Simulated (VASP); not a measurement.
Input of a VASP 6.6.1 run:

File INCAR:

```
SYSTEM = SiC20
PREC     = Accurate       ! precision mode
ENCUT    = 520            ! plane-wave cutoff, eV
EDIFF    = 1E-6           ! SCF threshold, eV
ISMEAR   = 0              ! smearing method
SIGMA    = 0.1            ! smearing width, eV
LREAL    = Auto         
LASPH    = .True.         ! aspherical terms in the spheres
NELM     = 80             ! most SCF steps
ALGO     = Normal         ! electronic algorithm
ISIF     = 2              ! what is computed and relaxed
LWAVE    = .False.        ! write WAVECAR
LCHARG   = .False.        ! write CHGCAR
LDIPOL   = .True.       
IDIPOL   = 3            
DIPOL    = 0.5 0.5 0.306
GGA      = PE             ! functional
IVDW     = 12             ! dispersion correction
NBANDS   = 58             ! bands
```

The input KPOINTS:

```
regular mesh
0
Gamma
  6 4 1
  0 0 0
```

File POSCAR:

```
SiC20
1.0
    4.9300510483      0.0000000000      0.0000000000
   -1.2325127621      7.0736882673      0.0000000000
    0.0000000000      0.0000000000     22.1293523549
C Si
20 1
Direct
    0.3858166895      0.5432667578      0.1807554029
    0.8858166895      0.5432667578      0.1807554029
    0.2722014076      0.0888056305      0.2267404590
    0.7722014076      0.0888056305      0.2267404590
    0.4009962183      0.6039848731      0.2420688497
    0.9009962183      0.6039848731      0.2420688497
    0.0297911243      0.1191644973      0.2573972018
    0.5297911243      0.1191644973      0.2573972018
    0.1585861258      0.6343445031      0.2727255152
    0.6585861258      0.6343445031      0.2727255152
    0.0461074868      0.1844301691      0.3199090572
    0.5461074868      0.1844301691      0.3199090572
    0.1537589873      0.6150359018      0.3368154657
    0.6537589873      0.6150359018      0.3368154657
    0.3084764848      0.2339064522      0.3480645378
    0.8084764848      0.2339064522      0.3480645378
    0.3880568074      0.5522270554      0.3629961795
    0.8880568074      0.5522270554      0.3629961795
    0.3445502047      0.3782016492      0.3944694004
    0.8445502047      0.3782016492      0.3944694004
    0.7195502047      0.6282016492      0.5481114928
```

Potentials or basis: VASP PAW PBE potentials, release 64 (C, Si).

Command:

```bash
$ cat potpaw_PBE.64/C/POTCAR potpaw_PBE.64/Si/POTCAR > POTCAR
$ mpirun -np 1 vasp_std > vasp.out
```

Q: Predict the largest force.

A: 2.577 eV/Å.

Q: Estimate the band gap on the k mesh.

A: Zero (bands 42 and 43 overlap by 0.07 eV).

Forces on the atoms (eV/Å):
```
C    0.002  0.362  1.462
C    0.005  0.365  1.463
C   -0.007  0.461  1.791
C   -0.002  0.472  1.782
C    0.000  0.563 -2.514
C   -0.006  0.559 -2.515
C    0.004 -0.759 -1.649
C   -0.009 -0.769 -1.615
C    0.003 -0.638  0.765
C    0.002 -0.625  0.776
C   -0.001  0.015  0.022
C    0.005  0.020 -0.017
C   -0.010  0.004 -0.019
C   -0.001  0.020 -0.029
C    0.025 -0.093 -0.008
C   -0.022 -0.136 -0.017
C    0.022  0.103  0.027
C   -0.017  0.177  0.023
C   -0.056  0.022  0.242
C    0.056  0.025  0.350
Si   0.008 -0.148 -0.321
```
